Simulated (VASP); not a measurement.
Set up this calculation in VASP 6.6.1, as the native input.

- Task: relaxation of cell and atoms
- Functional: PBE
- Potentials or basis: VASP PAW PBE potentials, release 64 (Ga_d, H)
- Cutoff: 600 eV
- k mesh: 10 × 10 × 10
- Occupations: gaussian, width 0.1 eV
- Spin: no spin polarisation
- Dipole correction: no
- Further INCAR settings: ALGO = Normal; EDIFF = 1e-06; IBRION = 2; EDIFFG = -0.01; NSW = 100; ISIF = 3

The structure of Ga2H3 lies in POSCAR:

```
Ga2H3
1.0
    3.8237801264      0.0000000000      0.0000000000
    0.0000000000      3.8237801264      0.0000000000
    0.0000000000      0.0000000000      3.8237801264
Ga H
2 3
Direct
    0.5000000000      0.5000000000      0.5000000000
    0.0000000000      0.0000000000      0.0000000000
    0.0000000000      0.5000000000      0.5000000000
    0.5000000000      0.0000000000      0.5000000000
    0.5000000000      0.5000000000      0.0000000000
```

The cell was built from a structure type or drawn by symmetry, and may not be a known phase.

The input as run:

INCAR

```
ALGO = Normal
EDIFF = 1E-6
EDIFFG = -0.01
ENCUT = 600
GGA = PE
IBRION = 2
ISIF = 3
ISMEAR = 0
LASPH = T
LCHARG = F
LREAL = F
LWAVE = F
NELM = 100
NSW = 100
PREC = Accurate
SIGMA = 0.1
```

KPOINTS

```
k-points
0
Gamma
  10 10 10
```

Potentials or basis: VASP PAW PBE potentials, release 64 (Ga_d, H).

Command:

```bash
$ cat potpaw_PBE.64/Ga_d/POTCAR potpaw_PBE.64/H/POTCAR > POTCAR
$ mpirun -np 1 vasp_std > vasp.out
```

It gave:

| Property | Result |
| --- | --- |
| Relaxed volume | 11.09 Å³/atom |
| Relaxed cell | a = 3.813 Å, b = 3.813 Å, c = 3.813 Å, α = 90.00°, β = 90.00°, γ = 90.00° |
| Space group after relaxing (to 0.1 Å) | Pm-3m (No. 221) |
| Energy gained by relaxing | 0.2 meV/atom |
| Ionic steps | 3 |
| Pressure after relaxing | -0.1 GPa |

Caveat: the highest band is partly filled, so the run has too few bands.

Wall time 68 s on 1 thread of Intel(R) Xeon(R) Platinum 8259CL CPU @ 2.50GHz (Skylake/Cascade Lake), on a shared host, peak memory 0.22 GiB.
